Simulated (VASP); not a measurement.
**Rh: single point with PBEsol**

Rh:

```
Rh
1.0
     2.69407    0.00000    0.00000
    -1.34703    2.33313    0.00000
     0.00000    0.00000    4.36864
Rh
2
Cartesian
  1.3470 0.7777 3.2765
  0.0000 1.5554 1.0922
```

```json
{"Program": "VASP 6.6.1", "Task": "single point", "Functional": "PBEsol", "Potentials or basis": "VASP PAW PBE potentials, release 64 (Rh_pv)", "Cutoff": "520 eV", "k mesh": "12 × 12 × 7", "Occupations": "fermi-dirac, width 0.1 eV", "Spin": "no spin polarisation"}
```

```json
{
 "Pressure": "-3.3 GPa",
 "Band gap on the k mesh": "zero (band 15 reaches 12.51 eV, above the bottom of band 16 at 10.07 eV)"
}
```

Stress tensor (GPa, compression positive):
```
-2.93  0.00  0.00
 0.00 -2.93  0.00
 0.00  0.00 -4.15
```

Levels at points of the mesh, in eV from the Fermi level:
| k point | band 11 | band 12 | band 13 | band 14 | band 15 | band 16 | band 17 | band 18 | band 19 | band 20 |
| --- | --- | --- | --- | --- | --- | --- | --- | --- | --- | --- |
| (0.00, 0.00, 0.00) | -3.05 | -2.53 | -2.53 | -1.90 | -1.90 | 0.15 | 0.15 | 0.62 | 8.56 | 15.84 |
| (0.50, 0.00, 0.00) | -2.74 | -2.27 | -2.20 | 0.46 | 0.64 | 0.76 | 3.02 | 5.13 | 10.28 | 10.75 |

It took 26 s on 1 thread of Intel(R) Xeon(R) Platinum 8259CL CPU @ 2.50GHz (Skylake/Cascade Lake), with other jobs on the host, peak memory 0.16 GiB.

Caveat: the PAW data sets were made with another functional, which shifts forces and pressure a little.
